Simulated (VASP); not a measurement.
Write the native input for VASP 6.6.1 that does the following.

* Task: single point
* Functional: PBE
* Potentials or basis: VASP PAW PBE potentials, release 64 (Li_sv, Ta_pv, O)
* Cutoff: 520 eV
* k mesh: 6 × 6 × 4
* Occupations: gaussian, width 0.1 eV
* Spin: collinear spin
* Starting moments: [0.0, 1.0, 0.0, 0.0] μB
* Dipole correction: no
* Further INCAR settings: ALGO = Normal; EDIFF = 1e-06; NBANDS = 25

The structure of LiTaO2 lies in POSCAR:

```
LiTaO2
1.0
    2.7183820100      0.0000000000      0.0000000000
    0.0000000000      3.2371193400      0.0000000000
    0.0000000000      0.0000000000      5.2160187400
Li Ta O
1 1 2
Direct
    0.5000000000      0.5000000000      0.5000000000
    0.0000000000      0.0000000000      0.0000000000
    0.0000000000      0.5000000000      0.2708497900
    0.0000000000      0.5000000000      0.7291502100
```

The cell was built from a structure type or drawn by symmetry, and may not be a known phase.

These files were run (other wordings do the same):

INCAR

```
SYSTEM = LiTaO2
PREC = Accurate
ENCUT = 520
EDIFF = 1E-6
ISMEAR = 0
SIGMA = 0.1
LREAL = .False.
LASPH = .True.
NELM = 150
ALGO = Normal
ISIF = 2
LWAVE = .False.
LCHARG = .True.
ISPIN = 2
MAGMOM = 0 1 0 0
LORBIT = 11
LMAXMIX = 4
GGA = PE
LELF = .True.
LVHAR = .True.
NBANDS = 25
```

KPOINTS

```
Automatic mesh
0
Gamma
  6 6 4
  0 0 0
```

Potentials or basis: VASP PAW PBE potentials, release 64 (Li_sv, Ta_pv, O).

Command:

```console
$ cat potpaw_PBE.64/Li_sv/POTCAR potpaw_PBE.64/Ta_pv/POTCAR potpaw_PBE.64/O/POTCAR > POTCAR
$ mpirun -np 1 vasp_std > vasp.out
```

It gave:

* Largest force: 3.990 eV/Å
* Band gap on the k mesh: zero (filled and empty bands overlap)
* Net moment: 0.00 μB per cell
* Valence electrons inside the program's atomic spheres: Li 2.14; Ta 8.72; O 5.03

Caveat: the k points lie up to 0.39 Å⁻¹ apart, too coarse for converged energies and pressures of a metal; spin-orbit coupling is left out, which moves the levels of the heavy elements; forces of over 1 eV/Å act on the atoms, so gaps and moduli don't describe the material at rest.

It took 2.4 min on 1 thread of Intel Xeon 8259CL, with other jobs on the host, peak memory 0.22 GiB.
